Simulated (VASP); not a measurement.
Here is a VASP 6.6.1 calculation.

The input POSCAR:

```
Al
1.0
    0.0000000000      1.9966927595      1.9966927595
    1.9966927595      0.0000000000      1.9966927595
    1.9966927595      1.9966927595      0.0000000000
Al
1
Direct
    0.0000000000      0.0000000000      0.0000000000
```

File INCAR.step1:

```
SYSTEM = Al
ALGO = Normal
EDIFF = 1E-4
ENCUT = 520
GGA = PE
ISMEAR = 0
LASPH = .True.
LCHARG = .False.
LREAL = .False.
LWAVE = .True.
NBANDS = 8
NELM = 100
PREC = Accurate
SIGMA = 0.1
```

The input INCAR.step2:

```
SYSTEM = Al
ALGO = Normal
EDIFF = 1E-7
ENCUT = 520
ISIF = 2
ISMEAR = 0
ISTART = 1
LASPH = .True.
LCHARG = .False.
LMIXTAU = .True.
LREAL = .False.
LWAVE = .False.
METAGGA = R2SCAN
NBANDS = 8
NELM = 100
PREC = Accurate
SIGMA = 0.1
```

KPOINTS

```
k-points
0
Gamma
  14 14 14
  0 0 0
```

Potentials or basis: VASP PAW PBE potentials, release 64 (Al).

Run with:

```bash
$ cat potpaw_PBE.64/Al/POTCAR > POTCAR
$ cp INCAR.step1 INCAR
$ mpirun -np 1 vasp_std > vasp.out
$ cp INCAR.step2 INCAR
$ mpirun -np 1 vasp_std > vasp.out
```

Estimate the pressure.

-0.7 GPa.

What does it give for the band gap on the k mesh?

Zero (an odd number of electrons rules out a gap without spin polarisation).

Caveat: the PAW data sets were made with another functional, which shifts forces and pressure a little.
